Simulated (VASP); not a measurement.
Wanted: the native input for a VASP 6.6.1 run.

```yaml
Task: single point
Functional: LDA
Potentials_or_basis: VASP PAW LDA potentials, release 64 (Ru_pv)
Cutoff: 520 eV
k_mesh: 17 × 17 × 17
Occupations: fermi-dirac, width 0.1 eV
Spin: no spin polarisation
Dipole_correction: no
Further_INCAR_settings: ALGO = Normal; EDIFF = 1e-06; NBANDS = 13
```

The structure of Ru lies in POSCAR:

```
Ru
1.0
   -1.4377667416      1.4377667416      1.4377667416
    1.4377667416     -1.4377667416      1.4377667416
    1.4377667416      1.4377667416     -1.4377667416
Ru
1
Direct
    0.0000000000      0.0000000000      0.0000000000
```

This cell differs from its parent crystal: volume scaled by 0.88.

One way to write it, as run:

INCAR

```
ALGO = Normal ; EDIFF = 1E-6
ENCUT = 520 ; ISIF = 2
ISMEAR = -1 ; LASPH = T
LCHARG = F ; LREAL = F
LWAVE = F ; NBANDS = 13
NELM = 80 ; PREC = Accurate
SIGMA = 0.1
```

KPOINTS

```
k-points
0
Gamma
  17 17 17
```

Potentials or basis: VASP PAW LDA potentials, release 64 (Ru_pv).

Command:

```bash
$ cat potpaw_LDA.64/Ru_pv/POTCAR > POTCAR
$ mpirun -np 1 vasp_std > vasp.out
```

It gave:

```yaml
Pressure: 58.9 GPa
Band_gap_on_the_k_mesh: zero (band 7 reaches 17.69 eV, above the bottom of band 8 at 13.26 eV)
```

Run time: 30 s on 1 thread of Intel Xeon 8259CL (shared host), peak memory 0.14 GiB.
